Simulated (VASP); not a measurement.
# ZnAu (Pm-3m) in VASP: further runs, part 2 of 2

VASP 6.6.1. The steps go on from the part before.

### Step 3. Single point, PBEsol

INCAR

```
  PREC = Accurate
  ENCUT = 520
  EDIFF = 1E-6
  ISMEAR = -1
  SIGMA = 0.1
  LREAL = False
  LASPH = True
  NELM = 80
  ALGO = Normal
  ISIF = 2
  LWAVE = False
  LCHARG = False
  GGA = PS
  NBANDS = 18
```

KPOINTS

```
regular mesh
0
Gamma
  10 10 10
```

POSCAR

```
ZnAu
1.0
    3.1470000000      0.0000000000      0.0000000000
    0.0000000000      3.1470000000      0.0000000000
    0.0000000000      0.0000000000      3.1470000000
Zn Au
1 1
Direct
    0.5000000000      0.5000000000      0.5000000000
    0.0000000000      0.0000000000      0.0000000000
```

Potentials or basis: VASP PAW PBE potentials, release 64 (Zn, Au).

Run with:

```bash
$ cat potpaw_PBE.64/Zn/POTCAR potpaw_PBE.64/Au/POTCAR > POTCAR
$ mpirun -np 1 vasp_std > vasp.out
```

OUTCAR:

```text
PREC = Accurate
   ENCUT = 520
   EDIFF = 1E-6
   ISMEAR = -1
   LREAL = False
   LASPH = True
   NELM = 80
   ISIF = 2
   GGA = PS

 ion  position               nearest neighbor table
   1  0.500  0.500  0.500-   2 2.73   2 2.73   2 2.73   2 2.73   2 2.73   2 2.73   2 2.73   2 2.73

   2  0.000  0.000  0.000-   1 2.73   1 2.73   1 2.73   1 2.73   1 2.73   1 2.73   1 2.73   1 2.73

  LATTYP: Found a simple cubic cell.
 ALAT       =     3.1470000000

  Lattice vectors:

 A1 = (   3.1470000000,   0.0000000000,   0.0000000000)
 A2 = (   0.0000000000,   3.1470000000,   0.0000000000)
 A3 = (   0.0000000000,   0.0000000000,   3.1470000000)

Analysis of symmetry for initial positions (statically):
=====================================================================
 Subroutine PRICEL returns:
 Original cell was already a primitive cell.

 Routine SETGRP: Setting up the symmetry group for a
 simple cubic supercell.

 Subroutine GETGRP returns: Found 48 space group operations
 (whereof 48 operations were pure point group operations)
 out of a pool of 48 trial point group operations.

The static configuration has the point symmetry O_h .

Analysis of symmetry for dynamics (positions and initial velocities):
=====================================================================
 Subroutine PRICEL returns:
 Original cell was already a primitive cell.

 Routine SETGRP: Setting up the symmetry group for a
 simple cubic supercell.

 Subroutine GETGRP returns: Found 48 space group operations
 (whereof 48 operations were pure point group operations)
 out of a pool of 48 trial point group operations.

The dynamic configuration has the point symmetry O_h .

 Subroutine INISYM returns: Found 48 space group operations
 (whereof 48 operations are pure point group operations),
 and found     1 'primitive' translations

----------------------------------------------------------------------------------------

                                     Primitive cell

  volume of cell :      31.1667

  direct lattice vectors                    reciprocal lattice vectors
     3.147000000  0.000000000  0.000000000     0.317762949  0.000000000  0.000000000
     0.000000000  3.147000000  0.000000000     0.000000000  0.317762949  0.000000000
     0.000000000  0.000000000  3.147000000     0.000000000  0.000000000  0.317762949

  length of vectors
     3.147000000  3.147000000  3.147000000     0.317762949  0.317762949  0.317762949

  position of ions in fractional coordinates (direct lattice)
     0.500000000  0.500000000  0.500000000
     0.000000000  0.000000000  0.000000000

  ion indices of the primitive-cell ions
   primitive index   ion index
                 1           1
                 2           2

----------------------------------------------------------------------------------------

 KPOINTS: regular mesh

Automatic generation of k-mesh.
 Grid dimensions read from file:
 generate k-points for:   10   10   10

 Generating k-lattice:

  Cartesian coordinates                     Fractional coordinates (reciprocal lattice)
     0.031776295  0.000000000  0.000000000     0.100000000  0.000000000  0.000000000
     0.000000000  0.031776295  0.000000000     0.000000000  0.100000000  0.000000000
     0.000000000  0.000000000  0.031776295     0.000000000  0.000000000  0.100000000

  Length of vectors
     0.031776295  0.031776295  0.031776295

  Shift w.r.t. Gamma in fractional coordinates (k-lattice)
     0.000000000  0.000000000  0.000000000

 Subroutine IBZKPT returns following result:
 ===========================================

 Found     56 irreducible k-points:

 Following reciprocal coordinates:
            Coordinates               Weight
  0.000000  0.000000  0.000000      1.000000
  0.100000  0.000000  0.000000      6.000000
  0.200000  0.000000  0.000000      6.000000
  0.300000  0.000000  0.000000      6.000000
  0.400000  0.000000  0.000000      6.000000
  0.500000  0.000000  0.000000      3.000000
[... 16 lines left out ...]
  0.200000  0.100000  0.100000     24.000000
  0.300000  0.100000  0.100000     24.000000
 [... further k-points ...]
   k-points           NKPTS =     56   k-points in BZ     NKDIM =     56   number of bands    NBANDS=     18
   number of dos      NEDOS =    301   number of ions     NIONS =      2
   total plane-waves  NPLWV =  13824
   dimension x,y,z NGX =    24 NGY =   24 NGZ =   24
   dimension x,y,z NGXF=    48 NGYF=   48 NGZF=   48
   ions per type =               1   1
   NGX,Y,Z   is equivalent  to a cutoff of  12.68, 12.68, 12.68 a.u.
   NGXF,Y,Z  is equivalent  to a cutoff of  25.36, 25.36, 25.36 a.u.
 SYSTEM =  unknown system
   PREC   = accura    normal or accurate (medium, high low for compatibility)
   ISTART =      0    job   : 0-new  1-cont  2-samecut
   ICHARG =      2    charge: 1-file 2-atom 10-const
   ISPIN  =      1    spin polarized calculation?
   LNONCOLLINEAR =      F non collinear calculations
   LSORBIT =      F    spin-orbit coupling
   LASPH  =      T    aspherical Exc in radial PAW
   ENCUT  =  520.0 eV  38.22 Ry    6.18 a.u.   5.85  5.85  5.85*2*pi/ulx,y,z
   NELM   =     80;   NELMIN=  2; NELMDL= -5     # of ELM steps
   EDIFF  = 0.1E-05   stopping-criterion for ELM
   LREAL  =      F    real-space projection
   EDIFFG = 0.1E-04   stopping-criterion for IOM
   NSW    =      0    number of steps for IOM
   IBRION =     -1    ionic relax: 0-MD 1-quasi-New 2-CG
   NFREE  =      0    steps in history (QN), initial steepest desc. (CG)
   ISIF   =      2    stress and relaxation
   ISYM   =      2    0-nonsym 1-usesym 2-fastsym
   POTIM  = 0.5000    time-step for ionic-motion
   TEBEG  =    0.0;   TEEND  =   0.0 temperature during run
   PSTRESS=    0.0 pullay stress
   NELECT =      23.0000    total number of electrons
   NUPDOWN=      -1.0000    fix difference up-down
   EMIN   =  10.00;   EMAX   =-10.00  energy-range for DOS
   EFERMI =   0.00;   METHOD = LEGACY
   ISMEAR =    -1;   SIGMA  =   0.10  broadening in eV -4-tet -1-fermi 0-gaus
   EFERMI_NEDOS =   21; number of points for ismear=-14 and -15
   IALGO  =     38    algorithm
   IMIX   =      4    mixing-type and parameters
     AMIX     =   0.40;   BMIX     =  1.00
     AMIX_MAG =   1.60;   BMIX_MAG =  1.00
  volume/ion in A,a.u.               =      15.58       105.16
  Fermi-wavevector in a.u.,A,eV,Ry     =   1.479406  2.795672 29.778283  2.188642
  Thomas-Fermi vector in A             =   2.593568
   LORBIT       =      0    0 simple, 1 ext, 2 COOP (PROOUT), +10 PAW based schemes
   GGA     = PS    functional components
   LHFCALC =     F    Hartree Fock is set to
   AEXX    =    0.0000 exact exchange contribution
   IVDW    =     0    specifies the selected vdW correction
   LEPSILON=     F    determine dielectric tensor
   LRPA    =     F    only Hartree local field effects (RPA)
 non-spin polarized calculation
  energy-cutoff  :      520.00
  volume of cell :       31.17
 maximum number of plane-waves:       862
 NGX is ok and might be reduce to    24
   NGX = 11   NGY = 11   NGZ = 11

 number of electron      23.0000000 magnetization

 Free energy of the ion-electron system (eV)
  ---------------------------------------------------
  ext. energy  EPLUGINS =         0.00000000
  ---------------------------------------------------
  free energy    TOTEN  =        -5.95893576 eV

  energy without entropy =       -5.94403641  energy(sigma->0) =       -5.95148609

 E-fermi :   6.9033     XC(G=0): -12.5355

 val. band max:        6.7217496918   @ k =   0.5000   0.5000   0.2000
 cond. band min:       6.9238017661   @ k =   0.3000   0.1000   0.1000
 fundamental gap:      0.2020520743
 Fermi energy:         6.9032937914

 k-point     1 :       0.0000    0.0000    0.0000
  band No.  band energies     occupation
      1      -3.7513      2.00000
      2      -1.1875      2.00000
      3      -1.1875      2.00000
      4      -0.4854      2.00000
      5      -0.4854      2.00000
      6      -0.4854      2.00000
[... 10 lines left out ...]
     17      19.0331      0.00000
     18      25.2111      0.00000

 k-point     2 :       0.1000    0.0000    0.0000
  band No.  band energies     occupation
      1      -3.5739      2.00000
      2      -1.1480      2.00000
      3      -1.1347      2.00000
      4      -0.4875      2.00000
      5      -0.4875      2.00000
      6      -0.4705      2.00000
[... 10 lines left out ...]
     17      19.8677      0.00000
     18      25.0416      0.00000
[... 442 lines left out ...]
 k-point    24 :       0.3000    0.1000    0.1000
  band No.  band energies     occupation
      1      -1.9945      2.00000
      2      -0.8466      2.00000
      3      -0.7790      2.00000
      4      -0.5396      2.00000
      5      -0.5262      2.00000
      6      -0.3732      2.00000
[... 10 lines left out ...]
     17      19.9340      0.00000
     18      21.7122      0.00000

 [... further k-points ...]
[... 5 lines left out ...]
  --------------------------------------------------------------------------------------
  -------------------------------------------------------------------------------------
  Total       -0.4616668     -0.4616668     -0.4616668     -0.0000000     -0.0000000      0.0000000
  in kB      -23.7328012    -23.7328012    -23.7328012     -0.0000000     -0.0000000      0.0000000
  external PRESSURE =     -23.7328012 kB  Pullay stress =       0.0000000 kB

 VOLUME and BASIS-vectors are now :
 -----------------------------------------------------------------------------
  energy-cutoff  :      520.00
  volume of cell :       31.17
      direct lattice vectors                 reciprocal lattice vectors
     3.147000000  0.000000000  0.000000000     0.317762949  0.000000000  0.000000000
     0.000000000  3.147000000  0.000000000     0.000000000  0.317762949  0.000000000
     0.000000000  0.000000000  3.147000000     0.000000000  0.000000000  0.317762949

 POSITION                                       TOTAL-FORCE (eV/Angst)
 -----------------------------------------------------------------------------------
      1.57350      1.57350      1.57350         0.000000      0.000000      0.000000
      0.00000      0.00000      0.00000         0.000000      0.000000      0.000000
 -----------------------------------------------------------------------------------
    total drift:                                0.000000      0.000000     -0.000000

  FREE ENERGIE OF THE ION-ELECTRON SYSTEM (eV)
  ---------------------------------------------------
  free  energy   TOTEN  =        -5.9589357607 eV

  energy  without entropy=       -5.9440364129  energy(sigma->0) =       -5.95148609
```

stdout:

```text
POSCAR found type information on POSCAR ZnAu
 POSCAR found :  2 types and       2 ions
 scaLAPACK will be used
 -----------------------------------------------------------------------------
|                                                                             |
|                                                                             |
|     You enforced a specific xc type in the INCAR file but a different       |
|     I HOPE YOU KNOW WHAT YOU ARE DOING!                                     |
|                                                                             |
 -----------------------------------------------------------------------------

 LDA part: xc-table for (Slater+PW92), standard interpolation
 POSCAR, INCAR and KPOINTS ok, starting setup
 FFT: planning ... GRIDC
 FFT: planning ... GRID_SOFT
 FFT: planning ... GRID
 WAVECAR not read
 entering main loop
```

Run time: 10 s. Hardware: 1 thread of AMD EPYC 9R45 (Zen 5), shared host; peak memory 0.13 GiB.

Results:

- Free energy: -5.9589 eV
- Pressure: -2.4 GPa

Caveat: the PAW data sets were made with another functional, which shifts forces and pressure a little; spin-orbit coupling is left out, which moves the levels of the heavy elements.
